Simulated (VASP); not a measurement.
ZnS:

```xyz
2
Lattice="0.0000 2.7550 2.7550 2.7550 0.0000 2.7550 2.7550 2.7550 0.0000" Properties=species:S:1:pos:R:3 pbc="T T T"
Zn    4.1325    4.1325    4.1325
S     0.0000    0.0000    0.0000
```

Base run:

```yaml
Program: VASP 6.6.1
Functional: revPBE
Potentials_or_basis: VASP PAW PBE potentials, release 64 (Zn, S)
Cutoff: 520 eV
k_mesh: 9 × 9 × 9
Occupations: fermi-dirac, width 0.05 eV
Spin: no spin polarisation
```

Its results: band gap on the k mesh 1.99 eV, direct; pressure -0.5 GPa.

Question: The run is repeated on the same cell with these changes: functional from revPBE to PBEsol. What comes out?

Answer: Band gap on the k mesh 1.73 eV, direct; pressure -5.4 GPa.

PBEsol binds more tightly than revPBE, so the same cell stands under less pressure.

Caveats: the PAW data sets were made with another functional, which shifts forces and pressure a little.

